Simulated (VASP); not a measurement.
Wanted: the native input for a VASP 6.6.1 run.

```
Task                   : relaxation of cell and atoms
Functional             : PBEsol
Potentials or basis    : VASP PAW PBE potentials, release 64 (Sn_d, Ge_d, H)
Cutoff                 : 500 eV
k mesh                 : 6 × 6 × 6
Occupations            : fermi-dirac, width 0.03 eV
Spin                   : no spin polarisation
Dipole correction      : no
Further INCAR settings : ALGO = Normal; EDIFF = 1e-07; IBRION = 2; EDIFFG = -0.01; NSW = 100; ISIF = 3
```

The structure of SnGeH6 lies in POSCAR:

```
SnGeH6
1.0
    2.5641515200      1.4804135700      4.3693125000
   -2.5641515200      1.4804135700      4.3693125000
    0.0000000000     -2.9608271400      4.3693125000
Sn Ge H
1 1 6
Direct
    0.5000000000      0.5000000000      0.5000000000
    0.0000000000      0.0000000000      0.0000000000
    0.6716176500      0.8424555800      0.2422443300
    0.8424555800      0.2422443300      0.6716176500
    0.7577556700      0.3283823500      0.1575444200
    0.1575444200      0.7577556700      0.3283823500
    0.3283823500      0.1575444200      0.7577556700
    0.2422443300      0.6716176500      0.8424555800
```

One way to write it, as run:

INCAR

```
  PREC = Accurate
  ENCUT = 500
  EDIFF = 1E-7
  ISMEAR = -1
  SIGMA = 0.03
  LREAL = False
  LASPH = True
  NELM = 120
  ALGO = Normal
  ISIF = 3
  LWAVE = False
  LCHARG = False
  GGA = PS
  IBRION = 2
  NSW = 100
  EDIFFG = -0.01
  GGA_COMPAT = False
  NELMIN = 4
```

KPOINTS

```
Automatic mesh
0
Gamma
  6 6 6
```

Potentials or basis: VASP PAW PBE potentials, release 64 (Sn_d, Ge_d, H).

Run with:

```sh
$ cat potpaw_PBE.64/Sn_d/POTCAR potpaw_PBE.64/Ge_d/POTCAR potpaw_PBE.64/H/POTCAR > POTCAR
$ mpirun -np 1 vasp_std > vasp.out
```

It gave:

```
Relaxed volume                        : 12.97 Å³/atom
Relaxed cell                          : a = 5.285 Å, b = 5.285 Å, c = 5.285 Å, α = 59.72°, β = 59.72°, γ = 59.72°
Space group after relaxing (to 0.1 Å) : Fm-3m (No. 225)
Energy gained by relaxing             : 27.5 meV/atom
Ionic steps                           : 30
Pressure after relaxing               : 0.0 GPa
Largest force after relaxing          : 0.009 eV/Å
Band gap on the k mesh                : zero (bands 17 and 18 overlap by 3.44 eV)
```

Caveat: the PAW data sets were made with another functional, which shifts forces and pressure a little; spin-orbit coupling is left out, which moves the levels of the heavy elements.

It took 17 min on 1 thread of AMD EPYC 9R45 96-Core Processor (Zen 5), with other jobs on the host, peak memory 0.28 GiB.
